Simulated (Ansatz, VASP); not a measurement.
# One calculation of Zn, two programs

```
Zn
1.0
    -1.57353    1.57353    1.57353
     1.57353   -1.57353    1.57353
     1.57353    1.57353   -1.57353
Zn
1
Direct
  0.00000 0.00000 0.00000
```

Alike in both runs: task single point; functional r2SCAN; k mesh 16 × 16 × 16; occupations fermi-dirac, width 0.1 eV; no spin polarisation.

|  | VASP | Ansatz |
| --- | --- | --- |
| version | VASP 6.6.1 | Ansatz 0.2.0 |
| potentials or method | VASP PAW PBE potentials, release 64 (Zn), cutoff 520 eV | plane waves (500 eV) with PAW, scalar-relativistic |
| valence electrons in the cell | 12 | 12 |

|  | VASP | Ansatz | Ansatz less VASP |
| --- | --- | --- | --- |
| pressure (GPa) | -4.8 | -5.2 | -0.33 |

VASP's potentials were made for PBE, not for r2SCAN. The functional is the same, so the differences come from potentials, cutoffs and numerics.
